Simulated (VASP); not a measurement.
# MoS2 (C2/m) in VASP: a series of runs

MoS2 is run at these levels: PBE+D3(BJ); tasks: single point.

Program: VASP 6.6.1. These are calculated values, not measurements. Logs are shortened: lines on timing, memory, paths and dates and some standing lists are left out, and cuts for length are marked.

### Step 1. The cell of the first run

The structure is monoclinic, space group C2/m (No. 12). Conventional cell: a = 5.429 Å, b = 3.134 Å, c = 19.411 Å, α = 90.00°, β = 94.01°, γ = 90.00°. Mo (site symmetry m) has 6 S at 2.42 Å and 6 Mo at 3.13 Å within 3.2 Å. Within 3.2 Å of Mo (site symmetry 2/m) lie 6 S at 2.42 Å and 6 Mo at 3.13 Å. S (site symmetry m) has 3 Mo at 2.42 Å and 6 S at 3.13 Å within 3.2 Å. S (site symmetry m) has 3 Mo at 2.42 Å and 9 S at 3.13 to 3.29 Å within 3.3 Å. S (site symmetry m) has 3 Mo at 2.42 Å and 9 S at 3.13 to 3.29 Å within 3.3 Å.

### Step 2. Single point, PBE+D3(BJ)

File INCAR:

```
  PREC = Accurate
  ENCUT = 500
  EDIFF = 1E-6
  ISMEAR = 0
  SIGMA = 0.15
  LREAL = False
  LASPH = True
  NELM = 120
  ALGO = Normal
  ISIF = 2
  LWAVE = False
  LCHARG = False
  GGA = PE
  IVDW = 12
  NBANDS = 49
  GGA_COMPAT = False
```

File KPOINTS:

```
Automatic mesh
0
Gamma
  14 14 3
```

File POSCAR:

```
MoS2
1.0
   -3.1342106946      0.0000000000      0.0000000000
   -1.5671053473     -2.7143060823      0.0000000000
   -3.5259870314     -2.0357295617     19.3635570258
Mo S
3 6
Direct
    0.5513382732      0.5513382732      0.1537711912
    0.4234041596     -0.5765958404      0.7687944538
   -0.0126287836     -0.0126287836      0.4612828225
    0.0280010952      0.0280010952      0.8515540953
   -0.4080318480      0.5919681520      0.5440424640
    0.1559352088      0.1559352088      0.2365308327
    0.3827742809      0.3827742809      0.3785231811
    0.9467413377     -0.0532586623      0.0710115498
   -0.1811927759     -0.1811927759      0.6860348123
```

Potentials or basis: VASP PAW PBE potentials, release 64 (Mo_sv, S).

Run with:

```console
cat potpaw_PBE.64/Mo_sv/POTCAR potpaw_PBE.64/S/POTCAR > POTCAR
mpirun -np 1 vasp_std > vasp.out
```

OUTCAR:

```text
PREC = Accurate
   ENCUT = 500
   EDIFF = 1E-6
   ISMEAR = 0
   LREAL = False
   LASPH = True
   NELM = 120
   ISIF = 2
   GGA = PE
   IVDW = 12
 IVDW          = 12

 ion  position               nearest neighbor table
   1  0.551  0.551  0.154-   8 2.42   8 2.42   8 2.42   6 2.42   6 2.42   6 2.42
   2  0.423  0.423  0.769-   4 2.42   9 2.42   9 2.42   4 2.42   4 2.42   9 2.42
   3  0.987  0.987  0.461-   7 2.42   7 2.42   7 2.42   5 2.42   5 2.42   5 2.42
   4  0.028  0.028  0.852-   2 2.42   2 2.42   2 2.42
   5  0.592  0.592  0.544-   3 2.42   3 2.42   3 2.42
   6  0.156  0.156  0.237-   1 2.42   1 2.42   1 2.42
   7  0.383  0.383  0.379-   3 2.42   3 2.42   3 2.42
   8  0.947  0.947  0.071-   1 2.42   1 2.42   1 2.42
   9  0.819  0.819  0.686-   2 2.42   2 2.42   2 2.42

  LATTYP: Found a base centered monoclinic cell.
 ALAT       =     5.4286121647
 B/A-ratio  =     0.5773502692
 C/A-ratio  =     3.5756945321
 COS(beta)  =    -0.0699164869

  Lattice vectors:

 A1 = (  -3.1342106946,   0.0000000000,   0.0000000000)
 A2 = (  -1.5671053473,  -2.7143060823,   0.0000000000)
 A3 = (   1.1753290105,   0.6785765206,  19.3635570258)

Analysis of symmetry for initial positions (statically):
=====================================================================
 Subroutine PRICEL returns:
 Original cell was already a primitive cell.

 Routine SETGRP: Setting up the symmetry group for a
 base centered monoclinic supercell.

 Subroutine GETGRP returns: Found  4 space group operations
 (whereof  2 operations were pure point group operations)
 out of a pool of  4 trial point group operations.

The static configuration has the point symmetry C_1h.
 The point group associated with its full space group is C_2h.

Analysis of symmetry for dynamics (positions and initial velocities):
=====================================================================
 Subroutine PRICEL returns:
 Original cell was already a primitive cell.

 Routine SETGRP: Setting up the symmetry group for a
 base centered monoclinic supercell.

 Subroutine GETGRP returns: Found  4 space group operations
 (whereof  2 operations were pure point group operations)
 out of a pool of  4 trial point group operations.

The dynamic configuration has the point symmetry C_1h.
 The point group associated with its full space group is C_2h.

 Subroutine INISYM returns: Found  4 space group operations
 (whereof  2 operations are pure point group operations),
 and found     1 'primitive' translations

----------------------------------------------------------------------------------------

                                     Primitive cell

  volume of cell :     164.7298

  direct lattice vectors                    reciprocal lattice vectors
    -3.134210695  0.000000000  0.000000000    -0.319059597  0.184209144 -0.038732553
    -1.567105347 -2.714306082  0.000000000     0.000000000 -0.368418288 -0.038732553
    -3.525987031 -2.035729562 19.363557026     0.000000000  0.000000000  0.051643404

  length of vectors
     3.134210695  3.134210695 19.786968441     0.370448708  0.370448708  0.051643404

  position of ions in fractional coordinates (direct lattice)
     0.551338273  0.551338273  0.153771191
     0.423404160  0.423404160  0.768794454
     0.987371216  0.987371216  0.461282823
     0.028001095  0.028001095  0.851554095
     0.591968152  0.591968152  0.544042464
     0.155935209  0.155935209  0.236530833
     0.382774281  0.382774281  0.378523181
     0.946741338  0.946741338  0.071011550
     0.818807224  0.818807224  0.686034812

  ion indices of the primitive-cell ions
   primitive index   ion index
                 1           1
                 2           2
                 3           3
                 4           4
                 5           5
                 6           6
                 7           7
                 8           8
                 9           9

----------------------------------------------------------------------------------------

 KPOINTS: Automatic mesh

Automatic generation of k-mesh.
 Grid dimensions read from file:
 generate k-points for:   14   14    3

 Generating k-lattice:

  Cartesian coordinates                     Fractional coordinates (reciprocal lattice)
    -0.022789971  0.013157796 -0.002766611     0.071428571  0.000000000 -0.000000000
     0.000000000 -0.026315592 -0.002766611     0.000000000  0.071428571  0.000000000
     0.000000000  0.000000000  0.017214468     0.000000000  0.000000000  0.333333333

  Length of vectors
     0.026460622  0.026460622  0.017214468

  Shift w.r.t. Gamma in fractional coordinates (k-lattice)
     0.000000000  0.000000000  0.000000000

 Subroutine IBZKPT returns following result:
 ===========================================

 Found    162 irreducible k-points:

 Following reciprocal coordinates:
            Coordinates               Weight
  0.000000  0.000000  0.000000      1.000000
  0.071429  0.000000 -0.000000      4.000000
  0.142857  0.000000  0.000000      4.000000
  0.214286  0.000000  0.000000      4.000000
  0.285714  0.000000  0.000000      4.000000
  0.357143  0.000000  0.000000      4.000000
[... 16 lines left out ...]
  0.214286  0.142857  0.000000      4.000000
  0.285714  0.142857  0.000000      4.000000
 [... further k-points ...]
   k-points           NKPTS =    162   k-points in BZ     NKDIM =    162   number of bands    NBANDS=     49
   number of dos      NEDOS =    301   number of ions     NIONS =      9
   total plane-waves  NPLWV =  82944
   dimension x,y,z NGX =    24 NGY =   24 NGZ =  144
   dimension x,y,z NGXF=    48 NGYF=   48 NGZF=  288
   ions per type =               3   6
   NGX,Y,Z   is equivalent  to a cutoff of  12.73, 12.73, 12.10 a.u.
   NGXF,Y,Z  is equivalent  to a cutoff of  25.46, 25.46, 24.20 a.u.
 SYSTEM =  unknown system
   PREC   = accura    normal or accurate (medium, high low for compatibility)
   ISTART =      0    job   : 0-new  1-cont  2-samecut
   ICHARG =      2    charge: 1-file 2-atom 10-const
   ISPIN  =      1    spin polarized calculation?
   LNONCOLLINEAR =      F non collinear calculations
   LSORBIT =      F    spin-orbit coupling
   LASPH  =      T    aspherical Exc in radial PAW
   ENCUT  =  500.0 eV  36.75 Ry    6.06 a.u.   5.71  5.71 36.08*2*pi/ulx,y,z
   NELM   =    120;   NELMIN=  2; NELMDL= -5     # of ELM steps
   EDIFF  = 0.1E-05   stopping-criterion for ELM
   LREAL  =      F    real-space projection
   EDIFFG = 0.1E-04   stopping-criterion for IOM
   NSW    =      0    number of steps for IOM
   IBRION =     -1    ionic relax: 0-MD 1-quasi-New 2-CG
   NFREE  =      0    steps in history (QN), initial steepest desc. (CG)
   ISIF   =      2    stress and relaxation
   ISYM   =      2    0-nonsym 1-usesym 2-fastsym
   POTIM  = 0.5000    time-step for ionic-motion
   TEBEG  =    0.0;   TEEND  =   0.0 temperature during run
   PSTRESS=    0.0 pullay stress
   NELECT =      78.0000    total number of electrons
   NUPDOWN=      -1.0000    fix difference up-down
   EMIN   =  10.00;   EMAX   =-10.00  energy-range for DOS
   EFERMI =   0.00;   METHOD = LEGACY
   ISMEAR =     0;   SIGMA  =   0.15  broadening in eV -4-tet -1-fermi 0-gaus
   EFERMI_NEDOS =   21; number of points for ismear=-14 and -15
   IALGO  =     38    algorithm
   IMIX   =      4    mixing-type and parameters
     AMIX     =   0.40;   BMIX     =  1.00
     AMIX_MAG =   1.60;   BMIX_MAG =  1.00
  volume/ion in A,a.u.               =      18.30       123.52
  Fermi-wavevector in a.u.,A,eV,Ry     =   1.275995  2.411281 22.152507  1.628163
  Thomas-Fermi vector in A             =   2.408676
   LORBIT       =      0    0 simple, 1 ext, 2 COOP (PROOUT), +10 PAW based schemes
   GGA     = PE    functional components
   LHFCALC =     F    Hartree Fock is set to
   AEXX    =    0.0000 exact exchange contribution
   IVDW    =    12    specifies the selected vdW correction
   LEPSILON=     F    determine dielectric tensor
   LRPA    =     F    only Hartree local field effects (RPA)
 non-spin polarized calculation
 Gauss-broadening in eV      SIGMA  =   0.15
  energy-cutoff  :      500.00
  volume of cell :      164.73
 maximum number of plane-waves:      4209
   NGX = 11   NGY = 11   NGZ = 73

 number of electron      78.0000000 magnetization

 Free energy of the ion-electron system (eV)
  ---------------------------------------------------
  ext. energy  EPLUGINS =         0.00000000
  ---------------------------------------------------
  free energy    TOTEN  =       -62.92419339 eV

  energy without entropy =      -62.89625968  energy(sigma->0) =      -62.91022653

 E-fermi :   7.3561     XC(G=0): -10.5898

 val. band max:        7.3556185581   @ k =   0.2857   0.1429   0.0000
 cond. band min:       7.3753023192   @ k =   0.2857   0.1429   0.3333
 fundamental gap:      0.0196837611
 Fermi energy:         7.3560610820

 k-point     1 :       0.0000    0.0000    0.0000
  band No.  band energies     occupation
      1     -54.3673      2.00000
      2     -54.3673      2.00000
      3     -54.3191      2.00000
      4     -28.4562      2.00000
      5     -28.4562      2.00000
      6     -28.4154      2.00000
[... 41 lines left out ...]
     48      10.6264      0.00000
     49      10.6289      0.00000

 k-point     2 :       0.0714    0.0000   -0.0000
  band No.  band energies     occupation
      1     -54.3651      2.00000
      2     -54.3651      2.00000
      3     -54.3168      2.00000
      4     -28.4520      2.00000
      5     -28.4520      2.00000
      6     -28.4112      2.00000
[... 41 lines left out ...]
     48      10.4672      0.00000
     49      10.5304      0.00000

 k-point     3 :       0.1429    0.0000    0.0000
  band No.  band energies     occupation
      1     -54.3588      2.00000
      2     -54.3588      2.00000
      3     -54.3105      2.00000
      4     -28.4401      2.00000
      5     -28.4401      2.00000
      6     -28.3993      2.00000
[... 1081 lines left out ...]
     48      10.1437      0.00000
     49      10.4086      0.00000

 k-point    24 :       0.2857    0.1429    0.0000
  band No.  band energies     occupation
      1     -54.3449      2.00000
      2     -54.3449      2.00000
      3     -54.2966      2.00000
      4     -28.5114      2.00000
      5     -28.5114      2.00000
      6     -28.4609      2.00000
[... 41 lines left out ...]
     48      10.1147      0.00000
     49      10.3651      0.00000

 [... further k-points ...]

------------------------ aborting loop because EDIFF is reached ----------------------------------------

 Edisp (eV)   -3.79702

 E8    (eV) :    -1.5391

  FORCE on cell =-STRESS in cart. coord.  units (eV):
  Direction    XX          YY          ZZ          XY          YZ          ZX
  --------------------------------------------------------------------------------------
  -------------------------------------------------------------------------------------
  Total      -0.02253    -0.02035    -0.35203    -0.00189    -0.00433    -0.00750
  in kB      -0.21914    -0.19794    -3.42389    -0.01837    -0.04214    -0.07299
  external pressure =       -1.28 kB  Pullay stress =        0.00 kB

 VOLUME and BASIS-vectors are now :
 -----------------------------------------------------------------------------
  energy-cutoff  :      500.00
  volume of cell :      164.73
      direct lattice vectors                 reciprocal lattice vectors
    -3.134210695  0.000000000  0.000000000    -0.319059597  0.184209144 -0.038732553
    -1.567105347 -2.714306082  0.000000000     0.000000000 -0.368418288 -0.038732553
    -3.525987031 -2.035729562 19.363557026     0.000000000  0.000000000  0.051643404

 POSITION                                       TOTAL-FORCE (eV/Angst)
 -----------------------------------------------------------------------------------
     -3.13421     -1.80954      2.97756        -0.000985     -0.000569     -0.006557
     -4.70132     -2.71431     14.88660         0.000985      0.000569      0.006557
     -6.26842     -3.61907      8.93208         0.000000      0.000000      0.000000
     -3.13421     -1.80954     16.48912         0.000181      0.000105      0.109523
     -4.70132     -2.71431     10.53460        -0.000033     -0.000019     -0.003737
     -1.56711     -0.90477      4.58008         0.000060      0.000035      0.019715
     -3.13421     -1.80954      7.32956         0.000033      0.000019      0.003737
     -4.70132     -2.71431      1.37504        -0.000181     -0.000105     -0.109523
     -6.26842     -3.61907     13.28407        -0.000060     -0.000035     -0.019715
 -----------------------------------------------------------------------------------
    total drift:                               -0.000016     -0.000009      0.000016

  FREE ENERGIE OF THE ION-ELECTRON SYSTEM (eV)
  ---------------------------------------------------
  free  energy   TOTEN  =       -66.7212146354 eV

  energy  without entropy=      -66.6932809229  energy(sigma->0) =      -66.70724778
```

It took 52 min on 1 thread of AMD EPYC 7R13, shared host; peak memory 0.88 GiB.

What came out:

* Free energy: -66.7212 eV
* Pressure: -0.1 GPa
* Largest force: 0.110 eV/Å
* Band gap on the k mesh: zero (bands 39 and 40 overlap by 0.45 eV)
* Dispersion energy per atom: -0.422 eV

Forces on the atoms (eV/Å):
```
Mo  -0.001 -0.001 -0.007
Mo   0.001  0.001  0.007
Mo   0.000  0.000  0.000
S    0.000  0.000  0.110
S    0.000  0.000 -0.004
S    0.000  0.000  0.020
S    0.000  0.000  0.004
S    0.000  0.000 -0.110
S    0.000  0.000 -0.020
```

(Continued in part 2 of 2.)
